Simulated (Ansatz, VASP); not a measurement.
**Mn: VASP beside Ansatz**

```
Mn
1.0
    -1.34648    1.34648    1.34648
     1.34648   -1.34648    1.34648
     1.34648    1.34648   -1.34648
Mn
1
Direct
  0.00000 0.00000 0.00000
```

Alike in both runs: task single point; functional revPBE; k mesh 18 × 18 × 18; occupations fermi-dirac, width 0.05 eV; collinear spin.

```csv
,VASP,Ansatz
version,VASP 6.6.1,Ansatz 0.2.0
potentials or method,"VASP PAW PBE potentials, release 64 (Mn_pv), cutoff 500 eV","plane waves (420 eV) with PAW, scalar-relativistic"
valence electrons in the cell,13,15
```

VASP gave:

```
net moment per atom (μB)                                      : 0.45
size of the moment on the site where the two differ most (μB) : 0.45
```

Problem. Estimate Ansatz's values.

Solution. net moment per atom (μB): 0.44; size of the moment on the site where the two differ most (μB): 0.43.

VASP's potentials were made for PBE, not for revPBE. Site moments also hang on the region over which each program counts them. With one functional, cell and mesh, what is left measures potentials, basis and numerics. VASP's potentials hold 13 valence electrons a cell and Ansatz's 15, so a difference there can come from the potentials and not from the codes.
